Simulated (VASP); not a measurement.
Write the native input for VASP 6.6.1 that does the following.

| Property | Result |
| --- | --- |
| Task | relaxation of cell and atoms |
| Functional | PBE |
| Potentials or basis | VASP PAW PBE potentials, release 64 (Ti_sv) |
| Cutoff | 600 eV |
| k mesh | 12 × 12 × 6 |
| Occupations | gaussian, width 0.1 eV |
| Spin | no spin polarisation |
| Dipole correction | no |
| Further INCAR settings | ALGO = Fast; EDIFF = 1e-06; IBRION = 2; EDIFFG = -0.015; NSW = 80; ISIF = 3 |

The structure of Ti lies in POSCAR:

```
Ti
1.0
    2.2897681505     -3.9659947742      0.0000000000
   -4.5795363009      0.0000000000      0.0000000000
    0.0000000000      0.0000000000     -5.6643452919
Ti
6
Direct
    1.0000000000      0.0000000000      0.5000000000
    1.0000000000      0.0000000000      0.0000000000
    0.3333333333      0.6666666667      0.2500000000
    0.3333333333      0.6666666667      0.7500000000
    0.6666666667      0.3333333333      0.2500000000
    0.6666666667      0.3333333333      0.7500000000
```

This isn't the form of Ti at room conditions, which is hcp.

One way to write it, as run:

INCAR

```
SYSTEM = Ti
ALGO = Fast
EDIFF = 1E-6
EDIFFG = -0.015
ENCUT = 600
GGA = PE
IBRION = 2
ISIF = 3
ISMEAR = 0
LASPH = .True.
LCHARG = .False.
LREAL = .False.
LWAVE = .False.
NELM = 80
NSW = 80
PREC = Accurate
SIGMA = 0.1
```

KPOINTS

```
k-points
0
Gamma
  12 12 6
  0 0 0
```

Potentials or basis: VASP PAW PBE potentials, release 64 (Ti_sv).

Run with:

```console
$ cat potpaw_PBE.64/Ti_sv/POTCAR > POTCAR
$ mpirun -np 1 vasp_std > vasp.out
```

It gave:

```
Relaxed volume                        : 17.09 Å³/atom
Relaxed cell                          : a = 4.575 Å, b = 4.575 Å, c = 5.658 Å, α = 90.00°, β = 90.00°, γ = 120.00°
Space group after relaxing (to 0.1 Å) : P6/mmm (No. 191)
Energy gained by relaxing             : 0.1 meV/atom
Ionic steps                           : 3
Pressure after relaxing               : 0.1 GPa
Band gap on the k mesh                : zero (bands 36 and 37 overlap by 0.33 eV)
```

It took 27 min on 1 thread of Intel(R) Xeon(R) 6975P-C (Granite Rapids), on a shared host, peak memory 0.46 GiB.
